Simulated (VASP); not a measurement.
# GaN in VASP: notebook

The runs below take GaN through single point, with r2SCAN.

Everything below comes from runs of VASP 6.6.1. Logs are shortened: lines on timing, memory, paths and dates and some standing lists are left out, and cuts for length are marked.

## 1. The cell of the first run

The structure is cubic, space group Fm-3m (No. 225). The conventional cell has a = 4.270 Å, b = 4.270 Å, c = 4.270 Å, α = 90.00°, β = 90.00°, γ = 90.00°. Within 2.8 Å of Ga (site symmetry m-3m) lie 6 N at 2.14 Å. N (site symmetry m-3m) has 6 Ga at 2.14 Å within 2.8 Å.

## 2. Single point, r2SCAN

File POSCAR:

```
GaN
1.0
    0.0000000000      2.1352350000      2.1352350000
    2.1352350000      0.0000000000      2.1352350000
    2.1352350000      2.1352350000      0.0000000000
Ga N
1 1
Direct
    0.0000000000      0.0000000000      0.0000000000
    0.5000000000      0.5000000000      0.5000000000
```

File INCAR.step1:

```
SYSTEM = GaN
PREC = Accurate
ENCUT = 520
ISMEAR = 0
SIGMA = 0.05
LREAL = .False.
LASPH = .True.
NELM = 60
NBANDS = 16
GGA = PE
ALGO = Normal
EDIFF = 1E-4
LWAVE = .True.
LCHARG = .False.
```

File INCAR.step2:

```
SYSTEM = GaN
PREC = Accurate
ENCUT = 520
EDIFF = 1E-6
ISMEAR = 0
SIGMA = 0.05
LREAL = .False.
LASPH = .True.
NELM = 60
ALGO = Normal
ISIF = 2
LWAVE = .False.
LCHARG = .False.
METAGGA = R2SCAN
LMIXTAU = .True.
NBANDS = 16
ISTART = 1
```

File KPOINTS:

```
regular mesh
0
Gamma
  8 8 8
  0 0 0
```

Potentials or basis: VASP PAW PBE potentials, release 64 (Ga_d, N).

Run with:

```
> cat potpaw_PBE.64/Ga_d/POTCAR potpaw_PBE.64/N/POTCAR > POTCAR
> cp INCAR.step1 INCAR
> mpirun -np 1 vasp_std > vasp.out
> cp INCAR.step2 INCAR
> mpirun -np 1 vasp_std > vasp.out
```

OUTCAR:

```text
SYSTEM = GaN
   PREC = Accurate
   ENCUT = 520
   EDIFF = 1E-6
   ISMEAR = 0
   LREAL = .False.
   LASPH = .True.
   NELM = 60
   ISIF = 2
   METAGGA = R2SCAN
   ISTART = 1

 ion  position               nearest neighbor table
   1  0.000  0.000  0.000-   2 2.14   2 2.14   2 2.14   2 2.14   2 2.14   2 2.14
   2  0.500  0.500  0.500-   1 2.14   1 2.14   1 2.14   1 2.14   1 2.14   1 2.14

  LATTYP: Found a face centered cubic cell.
 ALAT       =     4.2704700000

  Lattice vectors:

 A1 = (   0.0000000000,   2.1352350000,   2.1352350000)
 A2 = (   2.1352350000,   0.0000000000,   2.1352350000)
 A3 = (   2.1352350000,   2.1352350000,   0.0000000000)

Analysis of symmetry for initial positions (statically):
[... 5 lines left out ...]
 face centered cubic supercell.

 Subroutine GETGRP returns: Found 48 space group operations
 (whereof 48 operations were pure point group operations)
 out of a pool of 48 trial point group operations.

The static configuration has the point symmetry O_h .

Analysis of symmetry for dynamics (positions and initial velocities):
[... 5 lines left out ...]
 face centered cubic supercell.

 Subroutine GETGRP returns: Found 48 space group operations
 (whereof 48 operations were pure point group operations)
 out of a pool of 48 trial point group operations.

The dynamic configuration has the point symmetry O_h .

 Subroutine INISYM returns: Found 48 space group operations
 (whereof 48 operations are pure point group operations),
 and found     1 'primitive' translations

----------------------------------------------------------------------------------------

                                     Primitive cell

  volume of cell :      19.4700

  direct lattice vectors                    reciprocal lattice vectors
     0.000000000  2.135235000  2.135235000    -0.234166263  0.234166263  0.234166263
     2.135235000  0.000000000  2.135235000     0.234166263 -0.234166263  0.234166263
     2.135235000  2.135235000  0.000000000     0.234166263  0.234166263 -0.234166263

  length of vectors
     3.019678296  3.019678296  3.019678296     0.405587864  0.405587864  0.405587864

  position of ions in fractional coordinates (direct lattice)
     0.000000000  0.000000000  0.000000000
     0.500000000  0.500000000  0.500000000

  ion indices of the primitive-cell ions
   primitive index   ion index
                 1           1
                 2           2

----------------------------------------------------------------------------------------

 KPOINTS: regular mesh

Automatic generation of k-mesh.
 Grid dimensions read from file:
 generate k-points for:    8    8    8

 Generating k-lattice:

  Cartesian coordinates                     Fractional coordinates (reciprocal lattice)
    -0.029270783  0.029270783  0.029270783     0.125000000  0.000000000  0.000000000
     0.029270783 -0.029270783  0.029270783     0.000000000  0.125000000  0.000000000
     0.029270783  0.029270783 -0.029270783     0.000000000  0.000000000  0.125000000

  Length of vectors
     0.050698483  0.050698483  0.050698483

  Shift w.r.t. Gamma in fractional coordinates (k-lattice)
     0.000000000  0.000000000  0.000000000

 Subroutine IBZKPT returns following result:
 ===========================================

 Found     29 irreducible k-points:

 Following reciprocal coordinates:
            Coordinates               Weight
  0.000000  0.000000  0.000000      1.000000
  0.125000  0.000000  0.000000      8.000000
  0.250000  0.000000  0.000000      8.000000
  0.375000  0.000000  0.000000      8.000000
  0.500000  0.000000  0.000000      4.000000
  0.125000  0.125000  0.000000      6.000000
[... 16 lines left out ...]
  0.500000  0.250000  0.125000     48.000000
 -0.375000  0.250000  0.125000     24.000000
 [... further k-points ...]
   k-points           NKPTS =     29   k-points in BZ     NKDIM =     29   number of bands    NBANDS=     16
   number of dos      NEDOS =    301   number of ions     NIONS =      2
   total plane-waves  NPLWV =  13824
   dimension x,y,z NGX =    24 NGY =   24 NGZ =   24
   dimension x,y,z NGXF=    48 NGYF=   48 NGZF=   48
   ions per type =               1   1
   NGX,Y,Z   is equivalent  to a cutoff of  13.21, 13.21, 13.21 a.u.
   NGXF,Y,Z  is equivalent  to a cutoff of  26.43, 26.43, 26.43 a.u.
 SYSTEM =  GaN
   PREC   = accura    normal or accurate (medium, high low for compatibility)
   ISTART =      1    job   : 0-new  1-cont  2-samecut
   ICHARG =      0    charge: 1-file 2-atom 10-const
   ISPIN  =      1    spin polarized calculation?
   LNONCOLLINEAR =      F non collinear calculations
   LSORBIT =      F    spin-orbit coupling
   LASPH  =      T    aspherical Exc in radial PAW
   ENCUT  =  520.0 eV  38.22 Ry    6.18 a.u.   5.61  5.61  5.61*2*pi/ulx,y,z
   NELM   =     60;   NELMIN=  2; NELMDL=  0     # of ELM steps
   EDIFF  = 0.1E-05   stopping-criterion for ELM
   LREAL  =      F    real-space projection
   EDIFFG = 0.1E-04   stopping-criterion for IOM
   NSW    =      0    number of steps for IOM
   IBRION =     -1    ionic relax: 0-MD 1-quasi-New 2-CG
   NFREE  =      0    steps in history (QN), initial steepest desc. (CG)
   ISIF   =      2    stress and relaxation
   ISYM   =      2    0-nonsym 1-usesym 2-fastsym
   POTIM  = 0.5000    time-step for ionic-motion
   TEBEG  =    0.0;   TEEND  =   0.0 temperature during run
   PSTRESS=    0.0 pullay stress
   NELECT =      18.0000    total number of electrons
   NUPDOWN=      -1.0000    fix difference up-down
   EMIN   =  10.00;   EMAX   =-10.00  energy-range for DOS
   EFERMI =   0.00;   METHOD = LEGACY
   ISMEAR =     0;   SIGMA  =   0.05  broadening in eV -4-tet -1-fermi 0-gaus
   EFERMI_NEDOS =   21; number of points for ismear=-14 and -15
   IALGO  =     38    algorithm
   IMIX   =      4    mixing-type and parameters
     AMIX     =   0.40;   BMIX     =  1.00
     AMIX_MAG =   1.60;   BMIX_MAG =  1.00
  volume/ion in A,a.u.               =       9.74        65.70
  Fermi-wavevector in a.u.,A,eV,Ry     =   1.594814  3.013761 34.605481  2.543431
  Thomas-Fermi vector in A             =   2.692830
   LORBIT       =      0    0 simple, 1 ext, 2 COOP (PROOUT), +10 PAW based schemes
   METAGGA = R2SCAN    functional components
   LHFCALC =     F    Hartree Fock is set to
   AEXX    =    0.0000 exact exchange contribution
   IVDW    =     0    specifies the selected vdW correction
   LEPSILON=     F    determine dielectric tensor
   LRPA    =     F    only Hartree local field effects (RPA)
 non-spin polarized calculation
 Gauss-broadening in eV      SIGMA  =   0.05
  energy-cutoff  :      520.00
  volume of cell :       19.47
 maximum number of plane-waves:       544
 NGX is ok and might be reduce to    24
   NGX = 11   NGY = 11   NGZ = 11

 number of electron      18.0000005 magnetization

 Free energy of the ion-electron system (eV)
  ---------------------------------------------------
  ext. energy  EPLUGINS =         0.00000000
  ---------------------------------------------------
  free energy    TOTEN  =       -20.96086776 eV

  energy without entropy =      -20.96086776  energy(sigma->0) =      -20.96086776

 E-fermi :   7.4975     XC(G=0): -13.9763

 val. band max:        7.2637319662   @ k =  -0.2500   0.1250   0.0000
 cond. band min:       8.1789471648   @ k =   0.5000   0.5000   0.0000
 fundamental gap:      0.9152151985
 Fermi energy:         7.4975455251

 k-point     1 :       0.0000    0.0000    0.0000
  band No.  band energies     occupation
      1     -10.4777      2.00000
      2      -7.1306      2.00000
      3      -7.1306      2.00000
      4      -7.1306      2.00000
      5      -7.0683      2.00000
      6      -7.0683      2.00000
[... 8 lines left out ...]
     15      23.7318      0.00000
     16      23.7318      0.00000

 k-point     2 :       0.1250    0.0000    0.0000
  band No.  band energies     occupation
      1     -10.1831      2.00000
      2      -7.1405      2.00000
      3      -7.1264      2.00000
      4      -7.1263      2.00000
      5      -7.0781      2.00000
      6      -7.0781      2.00000
[... 8 lines left out ...]
     15      23.9793      0.00000
     16      23.9794      0.00000

 k-point     3 :       0.2500    0.0000    0.0000
  band No.  band energies     occupation
      1      -9.3560      2.00000
      2      -7.1925      2.00000
      3      -7.1925      2.00000
      4      -7.1660      2.00000
      5      -7.0244      2.00000
      6      -7.0243      2.00000
[... 8 lines left out ...]
     15      25.7167      0.00000
     16      25.7168      0.00000

 k-point     4 :       0.3750    0.0000    0.0000
  band No.  band energies     occupation
      1      -8.2390      2.00000
      2      -7.2688      2.00000
      3      -7.2687      2.00000
      4      -7.2065      2.00000
      5      -6.9588      2.00000
      6      -6.9587      2.00000
[... 8 lines left out ...]
     15      28.5041      0.00000
     16      28.5042      0.00000

 k-point     5 :       0.5000    0.0000    0.0000
  band No.  band energies     occupation
      1      -7.5391      2.00000
      2      -7.3005      2.00000
      3      -7.3004      2.00000
      4      -7.2979      2.00000
      5      -6.9311      2.00000
      6      -6.9310      2.00000
[... 8 lines left out ...]
     15      31.2178      0.00000
     16      31.2180      0.00000

 k-point     6 :       0.1250    0.1250    0.0000
  band No.  band energies     occupation
      1     -10.0985      2.00000
      2      -7.1533      2.00000
      3      -7.1267      2.00000
      4      -7.1009      2.00000
      5      -7.1009      2.00000
      6      -7.0536      2.00000
[... 8 lines left out ...]
     15      26.5757      0.00000
     16      26.5758      0.00000
[... 267 lines left out ...]
 k-point    21 :       0.5000    0.5000    0.0000
  band No.  band energies     occupation
      1      -9.0009      2.00000
      2      -7.2871      2.00000
      3      -6.9683      2.00000
      4      -6.8777      2.00000
      5      -6.8777      2.00000
      6      -4.3559      2.00000
[... 8 lines left out ...]
     15      35.1766      0.00000
     16      35.6715      0.00000

 k-point    22 :       0.3750    0.2500    0.1250
  band No.  band energies     occupation
      1      -8.9669      2.00000
      2      -7.1863      2.00000
      3      -7.1458      2.00000
      4      -7.1017      2.00000
      5      -7.0178      2.00000
      6      -6.7921      2.00000
[... 8 lines left out ...]
     15      29.2119      0.00000
     16      29.5805      0.00000

 k-point    23 :       0.5000    0.2500    0.1250
  band No.  band energies     occupation
      1      -8.5074      2.00000
      2      -7.2101      2.00000
      3      -7.1691      2.00000
      4      -7.0886      2.00000
      5      -6.9530      2.00000
      6      -6.2172      2.00000
[... 8 lines left out ...]
     15      29.2271      0.00000
     16      30.6918      0.00000

 k-point    24 :      -0.3750    0.2500    0.1250
  band No.  band energies     occupation
      1      -8.3639      2.00000
      2      -7.2388      2.00000
      3      -7.1672      2.00000
      4      -7.0824      2.00000
      5      -6.9253      2.00000
      6      -5.7587      2.00000
[... 8 lines left out ...]
     15      26.8802      0.00000
     16      31.6516      0.00000

 [... further k-points ...]
[... 5 lines left out ...]
  --------------------------------------------------------------------------------------
  -------------------------------------------------------------------------------------
  Total       -0.9056061     -0.9056061     -0.9056061      0.0000000      0.0000000     -0.0000000
  in kB      -74.5217241    -74.5217241    -74.5217241      0.0000000      0.0000000     -0.0000000
  external PRESSURE =     -74.5217241 kB  Pullay stress =       0.0000000 kB

 VOLUME and BASIS-vectors are now :
 -----------------------------------------------------------------------------
  energy-cutoff  :      520.00
  volume of cell :       19.47
      direct lattice vectors                 reciprocal lattice vectors
     0.000000000  2.135235000  2.135235000    -0.234166263  0.234166263  0.234166263
     2.135235000  0.000000000  2.135235000     0.234166263 -0.234166263  0.234166263
     2.135235000  2.135235000  0.000000000     0.234166263  0.234166263 -0.234166263

 POSITION                                       TOTAL-FORCE (eV/Angst)
 -----------------------------------------------------------------------------------
      0.00000      0.00000      0.00000        -0.000000     -0.000000     -0.000000
      2.13524      2.13524      2.13524         0.000000      0.000000      0.000000
 -----------------------------------------------------------------------------------
    total drift:                                0.000000     -0.000000     -0.000000

  FREE ENERGIE OF THE ION-ELECTRON SYSTEM (eV)
  ---------------------------------------------------
  free  energy   TOTEN  =       -20.9608677616 eV

  energy  without entropy=      -20.9608677616  energy(sigma->0) =      -20.96086776
```

Wall time 40 s (1 thread of Intel Xeon Platinum 8259CL at 2.50GHz (Skylake/Cascade Lake), shared host); peak memory 0.14 GiB.

Results:

* Free energy: -20.9609 eV
* Pressure: -7.5 GPa
* Band gap on the k mesh: 0.92 eV, indirect (least direct gap 2.91 eV)

Levels at points of the mesh, in eV from the valence-band top:
```
           k point  band 5  band 6  band 7  band 8  band 9  band 10  band 11  band 12  band 13  band 14
(0.00, 0.00, 0.00)  -14.33  -14.33   -0.47   -0.47   -0.47     2.44    15.28    15.28    15.28    16.47
(0.50, 0.00, 0.00)  -14.19  -14.19   -8.17   -0.16   -0.16     5.24     9.64     9.64     9.90    17.19
(0.50, 0.50, 0.00)  -14.14  -11.62   -6.97   -2.99   -2.99     0.92     8.47    12.74    15.25    15.25
```

Caveat: the PAW data sets were made with another functional, which shifts forces and pressure a little. r2SCAN opens gaps a little over a GGA but as a rule still falls short of measured ones.

## 3. Single point, r2SCAN

This run uses another cell than the first one, of 8.79 Å³/atom, 0.902 times its volume.

File POSCAR:

```
GaN
1.0
    0.0000000000      2.0284732500      2.1352350000
    2.0284732500      0.0000000000      2.1352350000
    2.0284732500      2.0284732500      0.0000000000
Ga N
1 1
Direct
    0.0000000000      0.0000000000      0.0000000000
    0.5000000000      0.5000000000      0.5000000000
```

File INCAR.step1:

```
PREC = Accurate
ENCUT = 520
ISMEAR = 0
SIGMA = 0.05
LREAL = False
LASPH = True
NELM = 60
NBANDS = 16
GGA = PE
ALGO = Normal
EDIFF = 1E-4
LWAVE = True
LCHARG = False
```

File INCAR.step2:

```
PREC = Accurate
ENCUT = 520
EDIFF = 1E-6
ISMEAR = 0
SIGMA = 0.05
LREAL = False
LASPH = True
NELM = 60
ALGO = Normal
ISIF = 2
LWAVE = False
LCHARG = False
METAGGA = R2SCAN
LMIXTAU = True
NBANDS = 16
ISTART = 1
```

File KPOINTS:

```
Automatic mesh
0
Gamma
  8 8 8
```

Potentials or basis: VASP PAW PBE potentials, release 64 (Ga_d, N).

Run with:

```
> cat potpaw_PBE.64/Ga_d/POTCAR potpaw_PBE.64/N/POTCAR > POTCAR
> cp INCAR.step1 INCAR
> mpirun -np 1 vasp_std > vasp.out
> cp INCAR.step2 INCAR
> mpirun -np 1 vasp_std > vasp.out
```

OUTCAR:

```text
PREC = Accurate
   ENCUT = 520
   EDIFF = 1E-6
   ISMEAR = 0
   LREAL = False
   LASPH = True
   NELM = 60
   ISIF = 2
   METAGGA = R2SCAN
   ISTART = 1

 ion  position               nearest neighbor table
   1  0.000  0.000  0.000-   2 2.03   2 2.03   2 2.03   2 2.03   2 2.14   2 2.14
   2  0.500  0.500  0.500-   1 2.03   1 2.03   1 2.03   1 2.03   1 2.14   1 2.14

  LATTYP: Found a body centered tetragonal cell.
 ALAT       =     2.8686943811
 C/A-ratio  =     1.4886458551

  Lattice vectors:
[... 644 lines left out ...]

------------------------ aborting loop because EDIFF is reached ----------------------------------------

  FORCE on cell =-STRESS in cart. coord.  units (eV):
  Direction    XX          YY          ZZ          XY          YZ          ZX
  --------------------------------------------------------------------------------------
  -------------------------------------------------------------------------------------
  Total        2.8616390      2.8616390      1.2119411      0.0000000     -0.0000000      0.0000000
  in kB      260.9222888    260.9222888    110.5039589      0.0000000     -0.0000000      0.0000000
  external PRESSURE =     210.7828455 kB  Pullay stress =       0.0000000 kB

 VOLUME and BASIS-vectors are now :
 -----------------------------------------------------------------------------
  energy-cutoff  :      520.00
  volume of cell :       17.57
      direct lattice vectors                 reciprocal lattice vectors
     0.000000000  2.028473250  2.135235000    -0.246490803  0.246490803  0.234166263
     2.028473250  0.000000000  2.135235000     0.246490803 -0.246490803  0.234166263
     2.028473250  2.028473250  0.000000000     0.246490803  0.246490803 -0.234166263

 POSITION                                       TOTAL-FORCE (eV/Angst)
 -----------------------------------------------------------------------------------
      0.00000      0.00000      0.00000        -0.000000      0.000000     -0.000000
      2.02847      2.02847      2.13524         0.000000     -0.000000      0.000000
 -----------------------------------------------------------------------------------
    total drift:                                0.000000     -0.000000     -0.000000

  FREE ENERGIE OF THE ION-ELECTRON SYSTEM (eV)
  ---------------------------------------------------
  free  energy   TOTEN  =       -20.8714049378 eV

  energy  without entropy=      -20.8714049378  energy(sigma->0) =      -20.87140494
```

OUTCAR.step1:

```text
PREC = Accurate
   ENCUT = 520
   ISMEAR = 0
   LREAL = False
   LASPH = True
[... 679 lines left out ...]
      0.00000      0.00000      0.00000        -0.000000      0.000000      0.000000
      2.02847      2.02847      2.13524         0.000000     -0.000000      0.000000
 -----------------------------------------------------------------------------------
    total drift:                                0.000000     -0.000000     -0.000000

  FREE ENERGIE OF THE ION-ELECTRON SYSTEM (eV)
  ---------------------------------------------------
  free  energy   TOTEN  =       -11.0232573661 eV

  energy  without entropy=      -11.0232573661  energy(sigma->0) =      -11.02325737
```

Run time: 60 s. Hardware: 1 thread of Intel Xeon Platinum 8259CL at 2.50GHz (Skylake/Cascade Lake), shared host; peak memory 0.15 GiB.

What came out:

```
Free energy            : -20.8714 eV
Pressure               : 21.1 GPa
Band gap on the k mesh : 1.36 eV, indirect (least direct gap 4.04 eV)
```

Caveat: the PAW data sets were made with another functional, which shifts forces and pressure a little. r2SCAN opens gaps a little over a GGA but as a rule still falls short of measured ones.
